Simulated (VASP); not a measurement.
# MgO (Fm-3m) in VASP: elastic constants with r2SCAN

Aim: the elastic constants of MgO with r2SCAN.

All numbers are computed with VASP 6.6.1; they aren't measurements. Logs are shortened: lines on timing, memory, paths and dates and some standing lists are left out, and cuts for length are marked.

## (1) The cell of the first run

The structure is cubic, space group Fm-3m (No. 225). The conventional cell has a = 4.204 Å, b = 4.204 Å, c = 4.204 Å, α = 90.00°, β = 90.00°, γ = 90.00°. Within 2.8 Å of Mg (site symmetry m-3m) lie 6 O at 2.10 Å. Within 2.8 Å of O (site symmetry m-3m) lie 6 Mg at 2.10 Å.

## (2) Elastic constants, r2SCAN

INCAR

```
PREC = Accurate
ENCUT = 660
EDIFF = 1E-8
ISMEAR = 0
SIGMA = 0.01
LREAL = F
LASPH = T
NELM = 120
ALGO = Normal
ISIF = 3
LWAVE = F
LCHARG = F
METAGGA = R2SCAN
LMIXTAU = T
IBRION = 6
NFREE = 2
POTIM = 0.015
NSW = 1
GGA_COMPAT = F
```

KPOINTS

```
regular mesh
0
Gamma
  10 10 10
```

POSCAR

```
MgO
1.0
    2.1021675162      2.1021675162      0.0000000000
   -2.1021675162      2.1021675162      0.0000000000
    0.0000000000      2.1021675162      2.1021675162
Mg O
1 1
Direct
    0.0000000000      0.0000000000      0.0000000000
    0.5000000000      0.5000000000      0.0000000000
```

Potentials or basis: VASP PAW PBE potentials, release 64 (Mg, O).

Launch:

```sh
$ cat potpaw_PBE.64/Mg/POTCAR potpaw_PBE.64/O/POTCAR > POTCAR
$ mpirun -np 1 vasp_std > vasp.out
```

OUTCAR:

```text
PREC = Accurate
   ENCUT = 660
   EDIFF = 1E-8
   ISMEAR = 0
   LREAL = F
   LASPH = T
   NELM = 120
   ISIF = 3
   METAGGA = R2SCAN
   IBRION = 6
   NFREE = 2
   POTIM = 0.015
   NSW = 1

 ion  position               nearest neighbor table
   1  0.000  0.000  0.000-   2 2.10   2 2.10   2 2.10   2 2.10   2 2.10   2 2.10
   2  0.500  0.500  0.000-   1 2.10   1 2.10   1 2.10   1 2.10   1 2.10   1 2.10

  LATTYP: Found a face centered cubic cell.
 ALAT       =     4.2043350324

  Lattice vectors:

 A1 = (   0.0000000000,   2.1021675162,   2.1021675162)
 A2 = (   2.1021675162,   0.0000000000,   2.1021675162)
 A3 = (   2.1021675162,   2.1021675162,   0.0000000000)

Analysis of symmetry for initial positions (statically):
=====================================================================
 Subroutine PRICEL returns:
 Original cell was already a primitive cell.

 Routine SETGRP: Setting up the symmetry group for a
 face centered cubic supercell.

 Subroutine GETGRP returns: Found 48 space group operations
 (whereof 48 operations were pure point group operations)
 out of a pool of 48 trial point group operations.

The static configuration has the point symmetry O_h .

Analysis of symmetry for dynamics (positions and initial velocities):
=====================================================================
 Subroutine PRICEL returns:
 Original cell was already a primitive cell.

 Routine SETGRP: Setting up the symmetry group for a
 face centered cubic supercell.

 Subroutine GETGRP returns: Found 48 space group operations
 (whereof 48 operations were pure point group operations)
 out of a pool of 48 trial point group operations.

The dynamic configuration has the point symmetry O_h .

 Subroutine INISYM returns: Found 48 space group operations
 (whereof 48 operations are pure point group operations),
 and found     1 'primitive' translations

----------------------------------------------------------------------------------------

                                     Primitive cell

  volume of cell :      18.5794

  direct lattice vectors                    reciprocal lattice vectors
     2.102167516  2.102167516  0.000000000     0.237849741  0.237849741 -0.237849741
    -2.102167516  2.102167516  0.000000000    -0.237849741  0.237849741 -0.237849741
     0.000000000  2.102167516  2.102167516     0.000000000  0.000000000  0.475699483

  length of vectors
     2.972913812  2.972913812  2.972913812     0.411967837  0.411967837  0.475699483

  position of ions in fractional coordinates (direct lattice)
     0.000000000  0.000000000  0.000000000
     0.500000000  0.500000000  0.000000000

  ion indices of the primitive-cell ions
   primitive index   ion index
                 1           1
                 2           2

----------------------------------------------------------------------------------------

 KPOINTS: regular mesh

Automatic generation of k-mesh.
 Grid dimensions read from file:
 generate k-points for:   10   10   10

 Generating k-lattice:

  Cartesian coordinates                     Fractional coordinates (reciprocal lattice)
[... 103 lines left out ...]

 Free energy of the ion-electron system (eV)
  ---------------------------------------------------
  ext. energy  EPLUGINS =         0.00000000
  ---------------------------------------------------
  free energy    TOTEN  =       -16.16748250 eV

  energy without entropy =      -16.16748250  energy(sigma->0) =      -16.16748250

------------------------ aborting loop because EDIFF is reached ----------------------------------------

  FORCE on cell =-STRESS in cart. coord.  units (eV):
  Direction    XX          YY          ZZ          XY          YZ          ZX
  --------------------------------------------------------------------------------------
  -------------------------------------------------------------------------------------
  Total       -0.1669462     -0.1669462     -0.1669462      0.0000000     -0.0000000      0.0000000
  in kB      -14.3964436    -14.3964436    -14.3964436      0.0000000     -0.0000000      0.0000000
  external PRESSURE =     -14.3964436 kB  Pullay stress =       0.0000000 kB
[... 89 lines left out ...]
  FREE ENERGIE OF THE ION-ELECTRON SYSTEM (eV)
  ---------------------------------------------------
  free  energy   TOTEN  =       -16.1656820492 eV

  energy  without entropy=      -16.1656820492  energy(sigma->0) =      -16.16568205

[... ionic steps 4 to 14 ...]

--------------------------------------- Ionic step       15  -------------------------------------------

 number of electron       7.9999999 magnetization

------------------------ aborting loop because EDIFF is reached ----------------------------------------
[... 67 lines left out ...]
--------------------------------------- Ionic step       17  -------------------------------------------

 number of electron       8.0000000 magnetization

 Free energy of the ion-electron system (eV)
  ---------------------------------------------------
  ext. energy  EPLUGINS =         0.00000000
  ---------------------------------------------------
  free energy    TOTEN  =       -16.16684757 eV

  energy without entropy =      -16.16684757  energy(sigma->0) =      -16.16684757

 E-fermi :   2.9553     XC(G=0): -11.6205

 val. band max:        2.8128878661   @ k =   0.0000   0.0000   0.0000
 cond. band min:       8.4776833267   @ k =   0.0000   0.0000   0.0000
 fundamental gap:      5.6647954605
 Fermi energy:         2.9553416658

 k-point     1 :       0.0000    0.0000    0.0000
  band No.  band energies     occupation
      1     -15.4130      2.00000
      2       2.8125      2.00000
      3       2.8129      2.00000
      4       2.8129      2.00000
      5       8.4777      0.00000
      6      19.6855      0.00000
      7      19.6860      0.00000
      8      19.6860      0.00000
[... 243 lines left out ...]
 k-point    24 :       0.4000    0.3000    0.0000
  band No.  band energies     occupation
      1     -13.9234      2.00000
      2      -0.7629      2.00000
      3       0.1323      2.00000
      4       1.7397      2.00000
      5      13.9638      0.00000
      6      16.0816      0.00000
      7      16.6469      0.00000
      8      21.9647      0.00000

 [... further k-points ...]
[... 5 lines left out ...]
  --------------------------------------------------------------------------------------
  -------------------------------------------------------------------------------------
  Total       -0.1572792     -0.1675391     -0.1675391      0.0000000      0.0000000      0.0000000
  in kB      -13.5628211    -14.4475708    -14.4475708      0.0000000      0.0000000      0.0000000
  external PRESSURE =     -14.1526542 kB  Pullay stress =       0.0000000 kB
[... 17 lines left out ...]
  FREE ENERGIE OF THE ION-ELECTRON SYSTEM (eV)
  ---------------------------------------------------
  free  energy   TOTEN  =       -16.1668475732 eV

  energy  without entropy=      -16.1668475732  energy(sigma->0) =      -16.16684757

 INTERNAL STRAIN TENSORS FROM STRAINED CELLS
 ============================================

 INTERNAL STRAIN TENSOR FOR ION    1 for displacements in x,y,z  (eV/Angst):
          X           Y           Z          XY          YZ          ZX
  --------------------------------------------------------------------------------
  x     0.00000     0.00000     0.00000     0.00000    -0.00000     0.00000
  y     0.00000    -0.00000     0.00000     0.00000     0.00000     0.00000
  z     0.00000     0.00000     0.00000     0.00000    -0.00000     0.00000

 INTERNAL STRAIN TENSORS FROM DISPLACED ATOMS
 ============================================

 INTERNAL STRAIN TENSOR FOR ION    1 for displacements in x,y,z  (eV/Angst):
          X           Y           Z          XY          YZ          ZX
  --------------------------------------------------------------------------------
  x     0.00000     0.00000     0.00000     0.00000     0.00000     0.00000
  y     0.00000     0.00000     0.00000     0.00000     0.00000     0.00000
  z     0.00000     0.00000     0.00000     0.00000     0.00000     0.00000

 INTERNAL STRAIN TENSOR FOR ION    2 for displacements in x,y,z  (eV/Angst):
          X           Y           Z          XY          YZ          ZX
  --------------------------------------------------------------------------------
  x     0.00000     0.00000     0.00000     0.00000     0.00000     0.00000
  y     0.00000     0.00000     0.00000     0.00000     0.00000     0.00000
  z     0.00000     0.00000     0.00000     0.00000     0.00000     0.00000

 Eigenvectors and eigenvalues of the dynamical matrix
 ----------------------------------------------------

   1 f  =   11.991469 THz    75.344620 2PiTHz  399.992339 cm-1    49.592707 meV
             X         Y         Z           dx          dy          dz
      0.000000  0.000000  0.000000    -0.000000   -0.628505   -0.000000
      0.000000  2.102168  0.000000    -0.000000    0.777806    0.000000
[... 21 lines left out ...]
   6 f/i=    0.023961 THz     0.150554 2PiTHz    0.799269 cm-1     0.099097 meV
             X         Y         Z           dx          dy          dz
      0.000000  0.000000  0.000000     0.762549    0.153299   -0.000000
      0.000000  2.102168  0.000000     0.616177    0.123873    0.000000

--------------------------------------------------------------------------------------------------------

 ELASTIC MODULI CONTR FROM IONIC RELAXATION (kBar)
 Direction    XX          YY          ZZ          XY          YZ          ZX
 --------------------------------------------------------------------------------
 XX           0.0000      0.0000      0.0000      0.0000      0.0000      0.0000
 YY           0.0000      0.0000      0.0000      0.0000      0.0000      0.0000
 ZZ           0.0000      0.0000      0.0000      0.0000      0.0000      0.0000
 XY           0.0000      0.0000      0.0000      0.0000      0.0000      0.0000
 YZ           0.0000      0.0000      0.0000      0.0000      0.0000      0.0000
 ZX           0.0000      0.0000      0.0000      0.0000      0.0000      0.0000
 --------------------------------------------------------------------------------

 TOTAL ELASTIC MODULI (kBar)
 Direction    XX          YY          ZZ          XY          YZ          ZX
 --------------------------------------------------------------------------------
 XX        3124.1426    954.5356    954.5356      0.0000     -0.0000     -0.0000
 YY         954.5356   3124.1426    954.5356     -0.0000      0.0000      0.0000
 ZZ         954.5356    954.5356   3124.1426     -0.0000     -0.0000     -0.0000
 XY           0.0000     -0.0000     -0.0000   1584.1610      0.0000      0.0000
 YZ          -0.0000      0.0000     -0.0000      0.0000   1584.1610      0.0000
 ZX          -0.0000      0.0000     -0.0000      0.0000      0.0000   1584.1610
 --------------------------------------------------------------------------------
```

Run time: 31 min. Hardware: 1 thread of Intel Xeon Platinum 8559C (Emerald Rapids), shared host; peak memory 0.27 GiB.

Results:

| Item | Value |
| --- | --- |
| Elastic constants C11, C12, C44 | 312, 95, 158 GPa |
| Voigt bulk modulus | 168 GPa |
| Highest phonon frequency at Γ, LO-TO splitting left out | 400 cm⁻¹ |

Phonon frequencies in cm⁻¹ (negative: imaginary):
| q point | frequencies |
| --- | --- |
| (0.000, 0.000, 0.000) | -1 -1 -1 400 400 400 |

Elastic tensor in Voigt notation (GPa, in the Cartesian axes of the cell as first typed):
```
312  95  95   0   0   0
 95 312  95   0   0   0
 95  95 312   0   0   0
  0   0   0 158   0   0
  0   0   0   0 158   0
  0   0   0   0   0 158
```

Clamped-ion elastic tensor (GPa):
```
312  95  95   0   0   0
 95 312  95   0   0   0
 95  95 312   0   0   0
  0   0   0 158   0   0
  0   0   0   0 158   0
  0   0   0   0   0 158
```

Caveat: the cell is under stress, which shifts elastic constants; the PAW data sets were made with another functional, which shifts forces and pressure a little.
